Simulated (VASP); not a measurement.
Set up this calculation in VASP 6.6.1, as the native input.

```
Task                   : single point
Functional             : PBE
Potentials or basis    : VASP PAW PBE potentials, release 64 (Sn_d, Se)
Cutoff                 : 520 eV
k mesh                 : 8 × 8 × 8
Occupations            : fermi-dirac, width 0.02 eV
Spin                   : no spin polarisation
Dipole correction      : no
Further INCAR settings : ALGO = Normal; EDIFF = 1e-06; NBANDS = 17
```

The structure of SnSe lies in POSCAR:

```
SnSe
1.0
    0.0000000000      3.0021131538      3.0021131538
    3.0021131538      0.0000000000      3.0021131538
    3.0021131538      3.0021131538      0.0000000000
Sn Se
1 1
Direct
    0.0000000000      0.0000000000      0.0000000000
    0.5000000000      0.5000000000      0.5000000000
```

These files were run (other wordings do the same):

INCAR

```
SYSTEM = SnSe
ALGO = Normal
EDIFF = 1E-6
ENCUT = 520
GGA = PE
ISIF = 2
ISMEAR = -1
LASPH = .True.
LCHARG = .True.
LELF = .True.
LREAL = .False.
LVHAR = .True.
LWAVE = .False.
NBANDS = 17
NELM = 60
PREC = Accurate
SIGMA = 0.02
```

KPOINTS

```
k-points
0
Gamma
  8 8 8
  0 0 0
```

Potentials or basis: VASP PAW PBE potentials, release 64 (Sn_d, Se).

Run with:

```bash
$ cat potpaw_PBE.64/Sn_d/POTCAR potpaw_PBE.64/Se/POTCAR > POTCAR
$ mpirun -np 1 vasp_std > vasp.out
```

It gave:

```json
{
  "Pressure": "1.3 GPa",
  "Band gap on the k mesh": "0.62 eV, direct"
}
```

Caveat: spin-orbit coupling is left out, which moves the levels of the heavy elements.

It took 10 s on 1 thread of AMD EPYC 9R45 96-Core Processor (Zen 5), with other jobs on the host, peak memory 0.16 GiB.
